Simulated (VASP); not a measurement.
# Hf (C2/m) in VASP: a series of runs

The runs below take Hf through single point, with RPBE, PBEsol.

All numbers are computed with VASP 6.6.1; they aren't measurements. Logs are shortened: lines on timing, memory, paths and dates and some standing lists are left out, and cuts for length are marked.

### Step 1. The cell of the first run

The typed cell holds 1 atom: a = 3.198 Å, b = 3.213 Å, c = 3.213 Å, α = 90.02°, β = 120.20°, γ = 120.20°.

### Step 2. Single point, RPBE

INCAR reads:

```
SYSTEM = Hf
PREC = Accurate
ENCUT = 520
EDIFF = 1E-6
ISMEAR = -1
SIGMA = 0.05
LREAL = .False.
LASPH = .True.
NELM = 80
ALGO = Fast
ISIF = 2
LWAVE = .False.
LCHARG = .True.
GGA = RP
LELF = .True.
LVHAR = .True.
NBANDS = 11
```

KPOINTS reads:

```
Automatic mesh
0
Gamma
  11 10 10
  0 0 0
```

POSCAR reads:

```
Hf
1.0
   -2.2405366681      1.6170048659      1.6102164303
    2.2667110725     -1.6347337951      1.5853929863
    2.2759660594      1.5785341280     -1.6283877424
Hf
1
Direct
    0.0000000000      0.0000000000      0.0000000000
```

Potentials or basis: VASP PAW PBE potentials, release 64 (Hf_pv).

Run with:

```console
cat potpaw_PBE.64/Hf_pv/POTCAR > POTCAR
mpirun -np 1 vasp_std > vasp.out
```

OUTCAR:

```text
SYSTEM = Hf
   PREC = Accurate
   ENCUT = 520
   EDIFF = 1E-6
   ISMEAR = -1
   LREAL = .False.
   LASPH = .True.
   NELM = 80
   ISIF = 2
   GGA = RP

 ion  position               nearest neighbor table
   1  0.000  0.000  0.000-

  LATTYP: Found a base centered monoclinic cell.
 ALAT       =     4.4942613123
 B/A-ratio  =     1.0112049138
 C/A-ratio  =     1.5820403029
 COS(beta)  =    -0.9475894560

  Lattice vectors:

 A1 = (   0.0261744044,  -0.0177289292,   3.1956094166)
 A2 = (   0.0354293913,   3.1955389939,  -0.0181713121)
 A3 = (  -2.3637442595,  -4.7386152635,  -4.7446597787)

Analysis of symmetry for initial positions (statically):
=====================================================================
 Subroutine PRICEL returns:
 Original cell was already a primitive cell.

 Routine SETGRP: Setting up the symmetry group for a
 base centered monoclinic supercell.

 Subroutine GETGRP returns: Found  4 space group operations
 (whereof  4 operations were pure point group operations)
 out of a pool of  4 trial point group operations.

The static configuration has the point symmetry C_2h.

Analysis of symmetry for dynamics (positions and initial velocities):
=====================================================================
 Subroutine PRICEL returns:
 Original cell was already a primitive cell.

 Routine SETGRP: Setting up the symmetry group for a
 base centered monoclinic supercell.

 Subroutine GETGRP returns: Found  4 space group operations
 (whereof  4 operations were pure point group operations)
 out of a pool of  4 trial point group operations.

The dynamic configuration has the point symmetry C_2h.

 Subroutine INISYM returns: Found  4 space group operations
 (whereof  4 operations are pure point group operations),
 and found     1 'primitive' translations

----------------------------------------------------------------------------------------

                                     Primitive cell

  volume of cell :      23.1985

  direct lattice vectors                    reciprocal lattice vectors
    -2.240536668  1.617004866  1.610216430     0.006870427  0.314649147  0.314618726
     2.266711073 -1.634733795  1.585392986     0.223070228 -0.000704162  0.311098340
     2.275966059  1.578534128 -1.628387742     0.223974205  0.310452382 -0.000112155

  length of vectors
     3.198047256  3.213067785  3.213010759     0.445012619  0.382809352  0.382812145

  position of ions in fractional coordinates (direct lattice)
     0.000000000  0.000000000  0.000000000

  ion indices of the primitive-cell ions
   primitive index   ion index
                 1           1

----------------------------------------------------------------------------------------

 KPOINTS: Automatic mesh

Automatic generation of k-mesh.
 Grid dimensions read from file:
 generate k-points for:   11   10   10

 Generating k-lattice:

  Cartesian coordinates                     Fractional coordinates (reciprocal lattice)
     0.000624584  0.028604468  0.028601702     0.090909091  0.000000000 -0.000000000
     0.022307023 -0.000070416  0.031109834    -0.000000000  0.100000000  0.000000000
     0.022397420  0.031045238 -0.000011215    -0.000000000  0.000000000  0.100000000

  Length of vectors
     0.040455693  0.038280935  0.038281215

  Shift w.r.t. Gamma in fractional coordinates (k-lattice)
     0.000000000  0.000000000  0.000000000

 Subroutine IBZKPT returns following result:
 ===========================================

 Found    306 irreducible k-points:

 Following reciprocal coordinates:
            Coordinates               Weight
  0.000000  0.000000  0.000000      1.000000
  0.090909  0.000000  0.000000      2.000000
  0.181818  0.000000  0.000000      2.000000
  0.272727 -0.000000  0.000000      2.000000
  0.363636  0.000000  0.000000      2.000000
  0.454545  0.000000  0.000000      2.000000
[... 16 lines left out ...]
  0.454545  0.200000  0.000000      4.000000
 -0.454545  0.200000  0.000000      4.000000
 [... further k-points ...]
   k-points           NKPTS =    306   k-points in BZ     NKDIM =    306   number of bands    NBANDS=     11
   number of dos      NEDOS =    301   number of ions     NIONS =      1
   total plane-waves  NPLWV =  13824
   dimension x,y,z NGX =    24 NGY =   24 NGZ =   24
   dimension x,y,z NGXF=    48 NGYF=   48 NGZF=   48
   ions per type =               1
   NGX,Y,Z   is equivalent  to a cutoff of  12.48, 12.42, 12.42 a.u.
   NGXF,Y,Z  is equivalent  to a cutoff of  24.95, 24.84, 24.84 a.u.
 SYSTEM =  Hf
   PREC   = accura    normal or accurate (medium, high low for compatibility)
   ISTART =      0    job   : 0-new  1-cont  2-samecut
   ICHARG =      2    charge: 1-file 2-atom 10-const
   ISPIN  =      1    spin polarized calculation?
   LNONCOLLINEAR =      F non collinear calculations
   LSORBIT =      F    spin-orbit coupling
   LASPH  =      T    aspherical Exc in radial PAW
   ENCUT  =  520.0 eV  38.22 Ry    6.18 a.u.   5.95  5.97  5.97*2*pi/ulx,y,z
   NELM   =     80;   NELMIN=  2; NELMDL= -5     # of ELM steps
   EDIFF  = 0.1E-05   stopping-criterion for ELM
   LREAL  =      F    real-space projection
   EDIFFG = 0.1E-04   stopping-criterion for IOM
   NSW    =      0    number of steps for IOM
   IBRION =     -1    ionic relax: 0-MD 1-quasi-New 2-CG
   NFREE  =      0    steps in history (QN), initial steepest desc. (CG)
   ISIF   =      2    stress and relaxation
   ISYM   =      2    0-nonsym 1-usesym 2-fastsym
   POTIM  = 0.5000    time-step for ionic-motion
   TEBEG  =    0.0;   TEEND  =   0.0 temperature during run
   PSTRESS=    0.0 pullay stress
   NELECT =      10.0000    total number of electrons
   NUPDOWN=      -1.0000    fix difference up-down
   EMIN   =  10.00;   EMAX   =-10.00  energy-range for DOS
   EFERMI =   0.00;   METHOD = LEGACY
   ISMEAR =    -1;   SIGMA  =   0.05  broadening in eV -4-tet -1-fermi 0-gaus
   EFERMI_NEDOS =   21; number of points for ismear=-14 and -15
   IALGO  =     68    algorithm
   IMIX   =      4    mixing-type and parameters
     AMIX     =   0.40;   BMIX     =  1.00
     AMIX_MAG =   1.60;   BMIX_MAG =  1.00
  volume/ion in A,a.u.               =      23.20       156.55
  Fermi-wavevector in a.u.,A,eV,Ry     =   1.236673  2.336973 20.808212  1.529360
  Thomas-Fermi vector in A             =   2.371272
   LORBIT       =      0    0 simple, 1 ext, 2 COOP (PROOUT), +10 PAW based schemes
   GGA     = RP    functional components
   LHFCALC =     F    Hartree Fock is set to
   AEXX    =    0.0000 exact exchange contribution
   IVDW    =     0    specifies the selected vdW correction
   LEPSILON=     F    determine dielectric tensor
   LRPA    =     F    only Hartree local field effects (RPA)
 non-spin polarized calculation
 RMM-DIIS sequential band-by-band and
  energy-cutoff  :      520.00
  volume of cell :       23.20
 maximum number of plane-waves:       636
   NGX = 11   NGY = 11   NGZ = 11

 number of electron      10.0000000 magnetization

 number of electron       9.9999995 magnetization

 Free energy of the ion-electron system (eV)
  ---------------------------------------------------
  ext. energy  EPLUGINS =         0.00000000
  ---------------------------------------------------
  free energy    TOTEN  =        -9.43995671 eV

  energy without entropy =       -9.42781780  energy(sigma->0) =       -9.43388725

 E-fermi :   4.5980     XC(G=0): -11.0579

 val. band max:        4.5975072968   @ k =   0.0000   0.4000   0.1000
 cond. band min:       4.6027073478   @ k =  -0.3636   0.4000   0.0000
 fundamental gap:      0.0052000510
 Fermi energy:         4.5980227715

 k-point     1 :       0.0000    0.0000    0.0000
  band No.  band energies     occupation
      1     -25.5947      2.00000
      2     -25.5939      2.00000
      3     -25.5928      2.00000
      4      -2.4906      2.00000
      5       5.9630      0.00000
      6       5.9653      0.00000
      7       6.0861      0.00000
      8       8.5934      0.00000
      9       8.7663      0.00000
     10      15.7346      0.00000
     11      19.8122      0.00000

 k-point     2 :       0.0909    0.0000    0.0000
  band No.  band energies     occupation
      1     -25.6522      2.00000
      2     -25.6156      2.00000
      3     -25.6153      2.00000
      4      -2.1195      2.00000
      5       5.6497      0.00000
      6       6.1751      0.00000
      7       6.1785      0.00000
      8       8.2498      0.00000
      9       8.7306      0.00000
     10      16.5697      0.00000
     11      19.1136      0.00000

 k-point     3 :       0.1818    0.0000    0.0000
  band No.  band energies     occupation
      1     -25.8047      2.00000
      2     -25.6728      2.00000
      3     -25.6724      2.00000
      4      -1.0869      2.00000
      5       4.7023      0.22083
      6       6.8110      0.00000
      7       6.8133      0.00000
      8       7.0304      0.00000
      9       9.1179      0.00000
     10      18.6806      0.00000
     11      18.8225      0.00000

 k-point     4 :       0.2727   -0.0000    0.0000
  band No.  band energies     occupation
      1     -25.9935      2.00000
      2     -25.7471      2.00000
      3     -25.7466      2.00000
      4       0.3044      2.00000
      5       3.7394      2.00000
      6       5.9007      0.00000
      7       7.8652      0.00000
      8       7.8658      0.00000
      9       9.6758      0.00000
     10      18.9113      0.00000
     11      19.3269      0.00000

 k-point     5 :       0.3636    0.0000    0.0000
  band No.  band energies     occupation
      1     -26.1571      2.00000
      2     -25.8147      2.00000
      3     -25.8140      2.00000
      4       1.3225      2.00000
      5       3.0154      2.00000
      6       5.8121      0.00000
      7       9.2995      0.00000
      8       9.3007      0.00000
      9      10.2537      0.00000
     10      16.8143      0.00000
     11      16.8187      0.00000
[... 211 lines left out ...]
 k-point    21 :       0.2727    0.2000    0.0000
  band No.  band energies     occupation
      1     -26.1761      2.00000
      2     -25.8671      2.00000
      3     -25.7917      2.00000
      4       1.9698      2.00000
      5       3.3447      2.00000
      6       5.1049      0.00008
      7       7.8820      0.00000
      8      10.7153      0.00000
      9      10.9245      0.00000
     10      13.6372      0.00000
     11      17.7062      0.00000

 k-point    22 :       0.3636    0.2000    0.0000
  band No.  band energies     occupation
      1     -26.1888      2.00000
      2     -25.9534      2.00000
      3     -25.8211      2.00000
      4       2.1914      2.00000
      5       3.0653      2.00000
      6       5.7085      0.00000
      7       8.8153      0.00000
      8      10.7131      0.00000
      9      11.5206      0.00000
     10      12.9526      0.00000
     11      16.8529      0.00000

 k-point    23 :       0.4545    0.2000    0.0000
  band No.  band energies     occupation
      1     -26.1871      2.00000
      2     -25.9431      2.00000
      3     -25.8174      2.00000
      4       2.1860      2.00000
      5       3.0954      2.00000
      6       5.5885      0.00000
      7       8.6665      0.00000
      8      10.7802      0.00000
      9      11.6192      0.00000
     10      12.7548      0.00000
     11      16.9513      0.00000

 k-point    24 :      -0.4545    0.2000    0.0000
  band No.  band energies     occupation
      1     -26.1652      2.00000
      2     -25.8452      2.00000
      3     -25.7819      2.00000
      4       1.8285      2.00000
      5       3.4401      2.00000
      6       5.0665      0.00017
      7       7.6847      0.00000
      8      10.3655      0.00000
      9      10.8640      0.00000
     10      14.0448      0.00000
     11      18.0240      0.00000

 [... further k-points ...]

------------------------ aborting loop because EDIFF is reached ----------------------------------------

  FORCE on cell =-STRESS in cart. coord.  units (eV):
  Direction    XX          YY          ZZ          XY          YZ          ZX
  --------------------------------------------------------------------------------------
  -------------------------------------------------------------------------------------
  Total       -0.0681837     -0.0714432     -0.0714514     -0.0015125      0.0013947     -0.0014986
  in kB       -4.7090330     -4.9341430     -4.9347111     -0.1044612      0.0963248     -0.1034993
  external PRESSURE =      -4.8592957 kB  Pullay stress =       0.0000000 kB

 VOLUME and BASIS-vectors are now :
 -----------------------------------------------------------------------------
  energy-cutoff  :      520.00
  volume of cell :       23.20
      direct lattice vectors                 reciprocal lattice vectors
    -2.240536668  1.617004866  1.610216430     0.006870427  0.314649147  0.314618726
     2.266711073 -1.634733795  1.585392986     0.223070228 -0.000704162  0.311098340
     2.275966059  1.578534128 -1.628387742     0.223974205  0.310452382 -0.000112155

 POSITION                                       TOTAL-FORCE (eV/Angst)
 -----------------------------------------------------------------------------------
      0.00000      0.00000      0.00000        -0.000000      0.000000      0.000000
 -----------------------------------------------------------------------------------
    total drift:                                0.000000      0.000000      0.000000

  FREE ENERGIE OF THE ION-ELECTRON SYSTEM (eV)
  ---------------------------------------------------
  free  energy   TOTEN  =        -9.4399567083 eV

  energy  without entropy=       -9.4278177956  energy(sigma->0) =       -9.43388725
```

Run time: 20 s. Hardware: 1 thread of Intel Xeon 6975P-C (Granite Rapids), shared host; peak memory 0.19 GiB.

What came out:

```yaml
Free_energy: -9.4400 eV
Pressure: -0.5 GPa
Band_gap_on_the_k_mesh: zero (band 5 reaches 5.96 eV, above the bottom of band 6 at 3.99 eV)
```

Levels at points of the mesh, in eV from the Fermi level:
```
           k point  band 3  band 4  band 5  band 6  band 7  band 8
(0.00, 0.00, 0.00)  -30.19   -7.09    1.36    1.37    1.49    4.00
(0.00, 0.50, 0.00)  -30.28   -3.52    0.43    1.14    1.26    6.04
(0.00, 0.50, 0.50)  -30.44   -3.11   -1.98    2.24    6.10    6.60
```

Caveat: the PAW data sets were made with another functional, which shifts forces and pressure a little; spin-orbit coupling is left out, which moves the levels of the heavy elements.

### Step 3. Single point, PBEsol

This run uses another cell than the first one, of 21.56 Å³/atom, 0.929 times its volume.

INCAR reads:

```
SYSTEM = Hf
PREC = Accurate
ENCUT = 520
EDIFF = 1E-7
ISMEAR = -1
SIGMA = 0.05
LREAL = .False.
LASPH = .True.
NELM = 80
ALGO = Fast
ISIF = 2
LWAVE = .False.
LCHARG = .False.
GGA = PS
NBANDS = 11
```

KPOINTS is that of step 2.

POSCAR reads:

```
Hf
1.0
   -2.1882245278      1.5758264365      1.5692272773
    2.2142313033     -1.5954964755      1.5474373051
    2.2233970250      1.5407252191     -1.5893869106
Hf
1
Direct
    0.0000000000      0.0000000000      0.0000000000
```

Potentials or basis: VASP PAW PBE potentials, release 64 (Hf_pv).

Run with:

```console
cat potpaw_PBE.64/Hf_pv/POTCAR > POTCAR
mpirun -np 1 vasp_std > vasp.out
```

Run time: 21 s. Hardware: 1 thread of Intel Xeon 6975P-C (Granite Rapids), shared host; peak memory 0.19 GiB.

Results (log left out):

```
Free energy            : -10.4411 eV
Pressure               : -0.4 GPa
Band gap on the k mesh : zero (band 5 reaches 6.19 eV, above the bottom of band 6 at 4.18 eV)
```

Levels at points of the mesh, in eV from the Fermi level:
| k point | band 1 | band 2 | band 3 | band 4 | band 5 | band 6 | band 7 | band 8 | band 9 | band 10 |
| --- | --- | --- | --- | --- | --- | --- | --- | --- | --- | --- |
| (0.00, 0.00, 0.00) | -29.83 | -29.83 | -29.83 | -7.34 | 1.35 | 1.36 | 1.51 | 4.21 | 4.43 | 11.50 |
| (0.00, 0.50, 0.00) | -30.75 | -29.96 | -29.94 | -3.75 | 0.74 | 1.08 | 1.25 | 6.51 | 6.62 | 9.84 |
| (0.00, 0.50, 0.50) | -30.69 | -30.17 | -30.14 | -3.43 | -2.26 | 2.68 | 6.57 | 7.15 | 7.32 | 10.19 |

Caveat: the PAW data sets were made with another functional, which shifts forces and pressure a little; spin-orbit coupling is left out, which moves the levels of the heavy elements.
